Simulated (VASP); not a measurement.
**As: relaxation of cell and atoms with PBE**

As:

```
As
1.0
     4.05079    0.00000    0.00000
    -2.02539    3.50809    0.00000
     0.00000    0.00000    3.21724
As
2
Direct
  0.66667 0.33333 0.44787
  0.33333 0.66667 0.55213
```

* Program: VASP 6.6.1
* Task: relaxation of cell and atoms
* Functional: PBE
* Potentials or basis: VASP PAW PBE potentials, release 64 (As)
* Cutoff: 600 eV
* k mesh: 6 × 6 × 6
* Occupations: gaussian, width 0.1 eV
* Spin: no spin polarisation
* Dipole correction: no
* Further INCAR settings: ALGO = Normal; EDIFF = 1e-06; IBRION = 2; EDIFFG = -0.04; NSW = 90; ISIF = 3

The relaxed volume is 25.74 Å³/atom and the relaxed cell is a = 4.674 Å, b = 4.674 Å, c = 2.721 Å, α = 90.00°, β = 90.00°, γ = 120.00°. The space group after relaxing (to 0.05 Å) is P6/mmm (No. 191) and the energy gained by relaxing is 455.2 meV/atom. The ionic steps are 20. The pressure after relaxing is 0.1 GPa. The largest force after relaxing is 0.006 eV/Å. The band gap on the k mesh is zero (band 5 reaches 5.40 eV, above the bottom of band 6 at 1.90 eV).

Forces on the atoms (eV/Å):
```
As   0.000  0.000  0.006
As   0.000  0.000 -0.006
```

The path:
| step | energy change (eV) | largest force (eV/Å) | pressure (GPa) | volume (Å³) |
| --- | --- | --- | --- | --- |
| 1 | 0.0000 | 0.6967 | 13.83 | 45.72 |
| 2 | -0.5367 | 0.3987 | -6.04 | 59.55 |
| 3 | -0.6143 | 0.1425 | -2.27 | 55.10 |
| 4 | -0.6150 | 0.1718 | -2.61 | 55.44 |
| 5 | -0.7212 | 0.3072 | -1.62 | 53.10 |
| 6 | -0.7419 | 0.2681 | -0.62 | 52.29 |
| 7 | -0.7991 | 0.2877 | 0.95 | 50.63 |
| 8 | -0.6932 | 0.3687 | 5.40 | 47.17 |
| 9 | -0.8340 | 0.3374 | 2.14 | 49.64 |
| 10 | -0.8342 | 0.3591 | 3.01 | 49.13 |
| 11 | -0.8360 | 0.3498 | 2.61 | 49.36 |
| 12 | -0.7835 | 0.3417 | 1.23 | 51.32 |
| 13 | -0.8476 | 0.3665 | 2.08 | 49.92 |
| 14 | -0.8684 | 0.3016 | -1.48 | 52.80 |
| 15 | -0.8701 | 0.3158 | -0.78 | 52.16 |
| 16 | -0.8830 | 0.2565 | -0.60 | 52.02 |
| 17 | -0.9058 | 0.0919 | -0.10 | 51.62 |
| 18 | -0.9089 | 0.0163 | 0.14 | 51.42 |
| 19 | -0.9001 | 0.0252 | 0.29 | 51.64 |
| 20 | -0.9104 | 0.0062 | 0.14 | 51.48 |

Final structure:
```xyz
2
Lattice="4.6743 0.0000 0.0000 -2.3371 4.0480 0.0000 0.0000 0.0000 2.7209" Properties=species:S:1:pos:R:3 pbc="T T T"
As    2.3371    1.3493    1.3579
As    0.0000    2.6987    1.3631
```

Levels at points of the mesh, in eV from the Fermi level:
```tsv
k point	band 2	band 3	band 4	band 5	band 6	band 7	band 8	band 9
(0.00, 0.00, 0.00)	-9.28	-4.36	-4.36	-0.22	-0.22	4.37	4.48	7.89
(0.50, 0.00, 0.00)	-11.73	-5.16	-3.39	1.59	2.89	5.27	5.40	6.45
(0.00, 0.00, 0.50)	-6.31	-5.85	-2.34	-1.91	-1.91	2.54	2.54	5.50
(0.50, 0.00, 0.50)	-8.58	-5.27	-4.10	-2.63	-0.40	4.19	4.44	4.71
```

Run time: 4.7 min on 1 thread of Intel Xeon 8259CL (shared host), peak memory 0.18 GiB.

Caveat: this functional lacks dispersion, which binds the layers, so the pressure and a relaxed spacing across them are unreliable.
